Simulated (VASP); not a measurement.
Runs of VASP 6.6.1 on GaO3. The structure is that of space group Pm-3m (No. 221), or close to it. The cells are those of the table. 

| task | spin | cell | k mesh | cutoff (eV) | gap on the mesh (eV) | pressure (GPa) | moment (μB) |
| --- | --- | --- | --- | --- | --- | --- | --- |
| single point | off | a = 3.815 Å, 4 atoms | 4 × 4 × 4 | 520 | none | (a) | - |
| single point | collinear, ferromagnetic start | a = 3.815 Å, 4 atoms | 4 × 4 × 4 | 520 | none | 6.9 | 3.00 |
| relaxation of cell and atoms | collinear, ferromagnetic start | relaxed from a = 3.815 Å, 4 atoms | 4 × 4 × 4 | 600 | none | 0.0 | 3.00 |
| single point | collinear, ferromagnetic start | a = 3.898 Å, 4 atoms | 12 × 12 × 12 | 520 | none | 0.3 | 3.00 |
| single point | collinear, ferromagnetic start | a = 3.896 Å, 4 atoms | 4 × 4 × 4 | 520 | none | 0.6 | 3.00 |

Alike in all rows: level PBE; potentials or basis VASP PAW PBE potentials, release 64 (Ga_d, O); smearing gaussian 0.1 eV.

Q: Estimate the missing entries.

A: (a) 4.1.

Caveats: some runs use coarse meshes; an odd number of electrons without spin polarisation forces a metal (some runs); a magnetic or distorted state may lie lower (some runs).

A k mesh can miss the band edges, and the runs leave out spin-orbit coupling on Ga.

A gap of «none» marks levels without a gap at the run's occupations.
